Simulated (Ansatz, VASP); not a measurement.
## ZnS: VASP beside Ansatz

```
Zn S
1.0
     0.00000    2.73756    2.73756
     2.73756    0.00000    2.73756
     2.73756    2.73756    0.00000
Zn S
1 1
Direct
  0.75000 0.75000 0.75000
  0.00000 0.00000 0.00000
```

Alike in both runs: task single point; functional PBE0; k mesh 5 × 5 × 5; occupations fermi-dirac, width 0.05 eV; no spin polarisation.

|  | VASP | Ansatz |
| --- | --- | --- |
| version | VASP 6.6.1 | Ansatz 0.2.0 |
| potentials or method | VASP PAW PBE potentials, release 64 (Zn, S) | Ansatz PAW |
| plane-wave cutoff (eV) | 520 | 420 |
| valence electrons in the cell | 18 | 18 |

```csv
,VASP,Ansatz,Ansatz less VASP
gap on the k mesh at the Fermi level (eV),3.84,3.83,-0.017
least direct gap on the mesh (eV),3.84,3.83,-0.017
pressure (GPa),-2.2,-2.1,+0.07
```

The functional is the same, so the differences come from potentials, cutoffs and numerics.

Noted on Ansatz's run: odd divisions of the mesh miss points on the zone boundary, where band edges often lie, so the gap on the mesh can be too wide.
